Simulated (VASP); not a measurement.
Wanted: the native input for a VASP 6.6.1 run.

| Property | Result |
| --- | --- |
| Task | single point |
| Functional | PBE0 |
| Potentials or basis | VASP PAW PBE potentials, release 64 (Ag) |
| Cutoff | 520 eV |
| k mesh | 6 × 6 × 6 |
| Occupations | fermi-dirac, width 0.05 eV |
| Spin | no spin polarisation |
| Dipole correction | no |
| Grid for exact exchange (PRECFOCK) | Normal |
| Further INCAR settings | ALGO = Normal; EDIFF = 1e-07; NBANDS = 12 |
| Share of exact exchange | 0.25 |

Ag:

```
Ag
1.0
     0.00000    2.08281    2.08281
     2.08281    0.00000    2.08281
     2.08281    2.08281    0.00000
Ag
1
Direct
  0.00000 0.00000 0.00000
```

One way to write it, as run:

POSCAR

```
Ag
1.0
    0.0000000000      2.0828140930      2.0828140930
    2.0828140930      0.0000000000      2.0828140930
    2.0828140930      2.0828140930      0.0000000000
Ag
1
Direct
    0.0000000000      0.0000000000      0.0000000000
```

INCAR.step1

```
  PREC = Accurate
  ENCUT = 520
  EDIFF = 1E-5
  ISMEAR = -1
  SIGMA = 0.05
  LREAL = False
  LASPH = True
  NELM = 100
  ALGO = Normal
  ISIF = 2
  LWAVE = True
  NBANDS = 12
  GGA = PE
```

INCAR.step2

```
  PREC = Accurate
  ENCUT = 520
  EDIFF = 1E-7
  ISMEAR = -1
  SIGMA = 0.05
  LREAL = False
  LASPH = True
  NELM = 100
  ALGO = Normal
  ISIF = 2
  LWAVE = False
  LCHARG = True
  GGA = PE
  LHFCALC = True
  AEXX = 0.25
  PRECFOCK = Normal
  LELF = True
  LVHAR = True
  NBANDS = 12
  ISTART = 1
```

KPOINTS

```
Automatic mesh
0
Gamma
  6 6 6
```

Potentials or basis: VASP PAW PBE potentials, release 64 (Ag).

Launch:

```sh
$ cat potpaw_PBE.64/Ag/POTCAR > POTCAR
$ cp INCAR.step1 INCAR
$ mpirun -np 1 vasp_std > vasp.out
$ cp INCAR.step2 INCAR
$ mpirun -np 1 vasp_std > vasp.out
```

It gave:

```
Pressure               : -0.1 GPa
Band gap on the k mesh : zero (an odd number of electrons rules out a gap without spin polarisation)
```

Caveat: the k points lie up to 0.44 Å⁻¹ apart, too coarse for converged energies and pressures of a metal; the PAW data sets were made with another functional, which shifts forces and pressure a little.

Run time: 14 min on 1 thread of Intel(R) Xeon(R) Platinum 8488C (Sapphire Rapids) (shared host), peak memory 0.16 GiB.
